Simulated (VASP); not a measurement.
# Be (P6_3/mmc) in VASP: a series of runs

Be is run at these levels: PBE; tasks: single point.

Program: VASP 6.6.1. These are calculated values, not measurements. Logs are shortened: lines on timing, memory, paths and dates and some standing lists are left out, and cuts for length are marked.

## (1) The cell of the first run

The structure is hexagonal, space group P6_3/mmc (No. 194). The conventional cell has a = 2.285 Å, b = 2.285 Å, c = 3.584 Å, α = 90.00°, β = 90.00°, γ = 120.00°. Within 2.9 Å of Be (site symmetry -6m2) lie 12 Be at 2.23 to 2.29 Å.

## (2) Single point, PBE

INCAR reads:

```
PREC = Accurate ; ENCUT = 600
EDIFF = 1E-6 ; ISMEAR = 0
SIGMA = 0.15 ; LREAL = F
LASPH = T ; NELM = 120
ALGO = Normal ; ISIF = 2
LWAVE = F ; LCHARG = T
GGA = PE ; LELF = T
LVHAR = T ; NBANDS = 9
GGA_COMPAT = F
```

KPOINTS reads:

```
Automatic mesh
0
Gamma
  14 14 8
```

POSCAR reads:

```
Be
1.0
    2.2853000000      0.0000000000      0.0000000000
   -1.1426500000      1.9791278553      0.0000000000
    0.0000000000      0.0000000000      3.5842000000
Be
2
Direct
    0.3333333333      0.6666666667      0.2500000000
    0.6666666667      0.3333333333      0.7500000000
```

Potentials or basis: VASP PAW PBE potentials, release 64 (Be).

Started as:

```
$ cat potpaw_PBE.64/Be/POTCAR > POTCAR
$ mpirun -np 1 vasp_std > vasp.out
```

OUTCAR:

```text
PREC = Accurate
   ENCUT = 600
   EDIFF = 1E-6
   ISMEAR = 0
   LREAL = F
   LASPH = T
   NELM = 120
   ISIF = 2
   GGA = PE

 ion  position               nearest neighbor table
   1  0.333  0.667  0.250-   2 2.23   2 2.23   2 2.23   2 2.23   2 2.23   2 2.23
   2  0.667  0.333  0.750-   1 2.23   1 2.23   1 2.23   1 2.23   1 2.23   1 2.23

  LATTYP: Found a hexagonal cell.
 ALAT       =     2.2853000000
 C/A-ratio  =     1.5683717674

  Lattice vectors:

 A1 = (   2.2853000000,   0.0000000000,   0.0000000000)
 A2 = (  -1.1426500000,   1.9791278553,   0.0000000000)
 A3 = (   0.0000000000,   0.0000000000,   3.5842000000)

Analysis of symmetry for initial positions (statically):
=====================================================================
 Subroutine PRICEL returns:
 Original cell was already a primitive cell.

 Routine SETGRP: Setting up the symmetry group for a
 hexagonal supercell.

 Subroutine GETGRP returns: Found 24 space group operations
 (whereof 12 operations were pure point group operations)
 out of a pool of 24 trial point group operations.

The static configuration has the point symmetry D_3d.
 The point group associated with its full space group is D_6h.

Analysis of symmetry for dynamics (positions and initial velocities):
=====================================================================
 Subroutine PRICEL returns:
 Original cell was already a primitive cell.

 Routine SETGRP: Setting up the symmetry group for a
 hexagonal supercell.

 Subroutine GETGRP returns: Found 24 space group operations
 (whereof 12 operations were pure point group operations)
 out of a pool of 24 trial point group operations.

The dynamic configuration has the point symmetry D_3d.
 The point group associated with its full space group is D_6h.

 Subroutine INISYM returns: Found 24 space group operations
 (whereof 12 operations are pure point group operations),
 and found     1 'primitive' translations

----------------------------------------------------------------------------------------

                                     Primitive cell

  volume of cell :      16.2110

  direct lattice vectors                    reciprocal lattice vectors
     2.285300000  0.000000000  0.000000000     0.437579311  0.252636533  0.000000000
    -1.142650000  1.979127855  0.000000000     0.000000000  0.505273066  0.000000000
     0.000000000  0.000000000  3.584200000     0.000000000  0.000000000  0.279002288

  length of vectors
     2.285300000  2.285300000  3.584200000     0.505273066  0.505273066  0.279002288

  position of ions in fractional coordinates (direct lattice)
     0.333333333  0.666666667  0.250000000
     0.666666667  0.333333333  0.750000000

  ion indices of the primitive-cell ions
   primitive index   ion index
                 1           1
                 2           2

----------------------------------------------------------------------------------------

 KPOINTS: Automatic mesh

Automatic generation of k-mesh.
 Grid dimensions read from file:
 generate k-points for:   14   14    8

 Generating k-lattice:

  Cartesian coordinates                     Fractional coordinates (reciprocal lattice)
     0.031255665  0.018045467  0.000000000     0.071428571 -0.000000000  0.000000000
     0.000000000  0.036090933  0.000000000     0.000000000  0.071428571  0.000000000
     0.000000000  0.000000000  0.034875286     0.000000000  0.000000000  0.125000000

  Length of vectors
     0.036090933  0.036090933  0.034875286

  Shift w.r.t. Gamma in fractional coordinates (k-lattice)
     0.000000000  0.000000000  0.000000000

 Subroutine IBZKPT returns following result:
 ===========================================

 Found    120 irreducible k-points:

 Following reciprocal coordinates:
            Coordinates               Weight
  0.000000  0.000000  0.000000      1.000000
  0.071429  0.000000  0.000000      6.000000
  0.142857  0.000000  0.000000      6.000000
  0.214286  0.000000  0.000000      6.000000
  0.285714  0.000000  0.000000      6.000000
  0.357143  0.000000  0.000000      6.000000
[... 16 lines left out ...]
  0.285714  0.285714  0.000000      6.000000
  0.357143  0.285714  0.000000      6.000000
 [... further k-points ...]
   k-points           NKPTS =    120   k-points in BZ     NKDIM =    120   number of bands    NBANDS=      9
   number of dos      NEDOS =    301   number of ions     NIONS =      2
   total plane-waves  NPLWV =   9720
   dimension x,y,z NGX =    18 NGY =   18 NGZ =   30
   dimension x,y,z NGXF=    36 NGYF=   36 NGZF=   60
   ions per type =               2
   NGX,Y,Z   is equivalent  to a cutoff of  13.09, 13.09, 13.91 a.u.
   NGXF,Y,Z  is equivalent  to a cutoff of  26.19, 26.19, 27.83 a.u.
 SYSTEM =  unknown system
   PREC   = accura    normal or accurate (medium, high low for compatibility)
   ISTART =      0    job   : 0-new  1-cont  2-samecut
   ICHARG =      2    charge: 1-file 2-atom 10-const
   ISPIN  =      1    spin polarized calculation?
   LNONCOLLINEAR =      F non collinear calculations
   LSORBIT =      F    spin-orbit coupling
   LASPH  =      T    aspherical Exc in radial PAW
   ENCUT  =  600.0 eV  44.10 Ry    6.64 a.u.   4.56  4.56  7.16*2*pi/ulx,y,z
   NELM   =    120;   NELMIN=  2; NELMDL= -5     # of ELM steps
   EDIFF  = 0.1E-05   stopping-criterion for ELM
   LREAL  =      F    real-space projection
   EDIFFG = 0.1E-04   stopping-criterion for IOM
   NSW    =      0    number of steps for IOM
   IBRION =     -1    ionic relax: 0-MD 1-quasi-New 2-CG
   NFREE  =      0    steps in history (QN), initial steepest desc. (CG)
   ISIF   =      2    stress and relaxation
   ISYM   =      2    0-nonsym 1-usesym 2-fastsym
   POTIM  = 0.5000    time-step for ionic-motion
   TEBEG  =    0.0;   TEEND  =   0.0 temperature during run
   PSTRESS=    0.0 pullay stress
   NELECT =       4.0000    total number of electrons
   NUPDOWN=      -1.0000    fix difference up-down
   EMIN   =  10.00;   EMAX   =-10.00  energy-range for DOS
   EFERMI =   0.00;   METHOD = LEGACY
   ISMEAR =     0;   SIGMA  =   0.15  broadening in eV -4-tet -1-fermi 0-gaus
   EFERMI_NEDOS =   21; number of points for ismear=-14 and -15
   IALGO  =     38    algorithm
   IMIX   =      4    mixing-type and parameters
     AMIX     =   0.40;   BMIX     =  1.00
     AMIX_MAG =   1.60;   BMIX_MAG =  1.00
  volume/ion in A,a.u.               =       8.11        54.70
  Fermi-wavevector in a.u.,A,eV,Ry     =   1.026814  1.940397 14.345258  1.054347
  Thomas-Fermi vector in A             =   2.160726
   LORBIT       =      0    0 simple, 1 ext, 2 COOP (PROOUT), +10 PAW based schemes
   GGA     = PE    functional components
   LHFCALC =     F    Hartree Fock is set to
   AEXX    =    0.0000 exact exchange contribution
   IVDW    =     0    specifies the selected vdW correction
   LEPSILON=     F    determine dielectric tensor
   LRPA    =     F    only Hartree local field effects (RPA)
 non-spin polarized calculation
 Gauss-broadening in eV      SIGMA  =   0.15
  energy-cutoff  :      600.00
  volume of cell :       16.21
 maximum number of plane-waves:       555
   NGX =  9   NGY =  9   NGZ = 15

 number of electron       4.0000000 magnetization

 Free energy of the ion-electron system (eV)
  ---------------------------------------------------
  ext. energy  EPLUGINS =         0.00000000
  ---------------------------------------------------
  free energy    TOTEN  =        -7.52173600 eV

  energy without entropy =       -7.51873011  energy(sigma->0) =       -7.52023305

 E-fermi :   6.8926     XC(G=0): -10.5238

 val. band max:        6.8848686633   @ k =   0.2857   0.2857   0.0000
 cond. band min:       6.9587759587   @ k =   0.2857   0.2857   0.0000
 fundamental gap:      0.0739072954
 Fermi energy:         6.8926409034

 k-point     1 :       0.0000    0.0000    0.0000
  band No.  band energies     occupation
      1      -4.3916      2.00000
      2       2.5067      2.00000
      3       7.9193      0.00000
      4      22.4291      0.00000
      5      22.4291      0.00000
      6      25.2480      0.00000
      7      25.2480      0.00000
      8      27.4098      0.00000
      9      33.4669      0.00000

 k-point     2 :       0.0714    0.0000    0.0000
  band No.  band energies     occupation
      1      -4.2465      2.00000
      2       2.6951      2.00000
      3       7.9644      0.00000
      4      21.2784      0.00000
      5      21.6006      0.00000
      6      25.2505      0.00000
      7      25.6540      0.00000
      8      27.1221      0.00000
      9      31.4391      0.00000

 k-point     3 :       0.1429    0.0000    0.0000
  band No.  band energies     occupation
      1      -3.8111      2.00000
      2       3.2592      2.00000
      3       8.0817      0.00000
      4      18.7250      0.00000
      5      20.1313      0.00000
      6      25.0790      0.00000
      7      25.8053      0.00000
      8      26.0514      0.00000
      9      28.6711      0.00000

 k-point     4 :       0.2143    0.0000    0.0000
  band No.  band energies     occupation
      1      -3.0850      2.00000
      2       4.1958      2.00000
      3       8.1795      0.00000
      4      15.9385      0.00000
      5      18.7218      0.00000
      6      23.8698      0.00000
      7      24.0820      0.00000
      8      25.3299      0.00000
      9      26.6201      0.00000

 k-point     5 :       0.2857    0.0000    0.0000
  band No.  band energies     occupation
      1      -2.0703      2.00000
      2       5.4963      2.00000
      3       7.9410      0.00000
      4      13.7312      0.00000
      5      17.5554      0.00000
      6      20.9045      0.00000
      7      21.8152      0.00000
      8      24.6331      0.00000
      9      26.0789      0.00000

 k-point     6 :       0.3571    0.0000    0.0000
  band No.  band energies     occupation
      1      -0.7784      2.00000
      2       6.8152      1.53472
      3       7.1390      0.02020
      4      12.8441      0.00000
      5      16.6967      0.00000
      6      17.7927      0.00000
      7      19.4828      0.00000
      8      24.0129      0.00000
      9      25.9898      0.00000
[... 169 lines left out ...]
 k-point    21 :       0.2857    0.2143    0.0000
  band No.  band energies     occupation
      1       0.9917      2.00000
      2       7.0590      0.11672
      3       9.2707      0.00000
      4       9.2859      0.00000
      5      13.8006      0.00000
      6      16.7767      0.00000
      7      20.5554      0.00000
      8      21.7547      0.00000
      9      21.9759      0.00000

 k-point    22 :       0.3571    0.2143    0.0000
  band No.  band energies     occupation
      1       2.6121      2.00000
      2       5.1477      2.00000
      3       9.0805      0.00000
      4      11.1655      0.00000
      5      13.5465      0.00000
      6      14.5376      0.00000
      7      19.9367      0.00000
      8      21.2596      0.00000
      9      21.5357      0.00000

 k-point    23 :       0.2857    0.2857    0.0000
  band No.  band energies     occupation
      1       2.5811      2.00000
      2       6.8849      1.05841
      3       6.9588      0.53294
      4      11.1339      0.00000
      5      13.5755      0.00000
      6      15.3409      0.00000
      7      19.9563      0.00000
      8      20.3447      0.00000
      9      21.0097      0.00000

 k-point    24 :       0.3571    0.2857    0.0000
  band No.  band energies     occupation
      1       3.9627      2.00000
      2       5.2808      2.00000
      3       6.8596      1.24464
      4      12.6203      0.00000
      5      13.5273      0.00000
      6      13.9951      0.00000
      7      19.2750      0.00000
      8      20.2286      0.00000
      9      20.7791      0.00000

 [... further k-points ...]

------------------------ aborting loop because EDIFF is reached ----------------------------------------

  FORCE on cell =-STRESS in cart. coord.  units (eV):
  Direction    XX          YY          ZZ          XY          YZ          ZX
  --------------------------------------------------------------------------------------
  -------------------------------------------------------------------------------------
  Total       -0.2928873     -0.2928873     -0.2393611      0.0000000     -0.0000000      0.0000000
  in kB      -28.9468794    -28.9468794    -23.6567357      0.0000000     -0.0000000      0.0000000
  external PRESSURE =     -27.1834982 kB  Pullay stress =       0.0000000 kB

 VOLUME and BASIS-vectors are now :
 -----------------------------------------------------------------------------
  energy-cutoff  :      600.00
  volume of cell :       16.21
      direct lattice vectors                 reciprocal lattice vectors
     2.285300000  0.000000000  0.000000000     0.437579311  0.252636533  0.000000000
    -1.142650000  1.979127855  0.000000000     0.000000000  0.505273066  0.000000000
     0.000000000  0.000000000  3.584200000     0.000000000  0.000000000  0.279002288

 POSITION                                       TOTAL-FORCE (eV/Angst)
 -----------------------------------------------------------------------------------
     -0.00000      1.31942      0.89605        -0.000000     -0.000000      0.000000
      1.14265      0.65971      2.68815         0.000000      0.000000      0.000000
 -----------------------------------------------------------------------------------
    total drift:                                0.000000     -0.000000      0.000000

  FREE ENERGIE OF THE ION-ELECTRON SYSTEM (eV)
  ---------------------------------------------------
  free  energy   TOTEN  =        -7.5217359996 eV

  energy  without entropy=       -7.5187301066  energy(sigma->0) =       -7.52023305
```

Run time: 26 s. Hardware: 1 thread of Intel Xeon Platinum 8259CL at 2.50GHz (Skylake/Cascade Lake), shared host; peak memory 0.13 GiB.

What came out:

```
Free energy            : -7.5217 eV
Pressure               : -2.7 GPa
Band gap on the k mesh : zero (bands 2 and 3 overlap by 0.76 eV)
```

## (3) Single point, PBE

INCAR reads:

```
SYSTEM = Be
PREC = Accurate ; ENCUT = 600
EDIFF = 1E-6 ; ISMEAR = 0
SIGMA = 0.15 ; LREAL = .FALSE.
LASPH = .TRUE. ; NELM = 120
ALGO = Normal ; ISIF = 2
LWAVE = .FALSE. ; LCHARG = .FALSE.
GGA = PE ; NBANDS = 9
GGA_COMPAT = .FALSE.
```

KPOINTS reads:

```
Automatic mesh
0
G
  14 14 8
  0 0 0
```

POSCAR is that of step 2.

Potentials or basis: VASP PAW PBE potentials, release 64 (Be).

Started as:

```
$ cat potpaw_PBE.64/Be/POTCAR > POTCAR
$ mpirun -np 1 vasp_std > vasp.out
```

It took 10 s on 1 thread of Intel Xeon Platinum 8259CL at 2.50GHz (Skylake/Cascade Lake), shared host; peak memory 0.13 GiB.

The run converged. Its results:

* Free energy: -7.5217 eV
* Pressure: -2.7 GPa
* Band gap on the k mesh: zero (bands 2 and 3 overlap by 0.76 eV)

Stress tensor (GPa, compression positive):
```
-2.89  0.00  0.00
 0.00 -2.89  0.00
 0.00  0.00 -2.37
```

Levels at points of the mesh, in eV from the Fermi level:
```
           k point  band 1  band 2  band 3  band 4  band 5  band 6  band 7
(0.00, 0.00, 0.00)  -11.28   -4.39    1.03   15.54   15.54   18.36   18.36
(0.50, 0.00, 0.00)   -5.00   -3.20    3.51    6.35    6.57    9.11    9.86
(0.00, 0.00, 0.50)   -9.13   -9.13   10.55   10.55   17.17   17.17   17.17
(0.50, 0.00, 0.50)   -3.63   -3.63    1.41    1.41   11.68   11.68   15.10
```
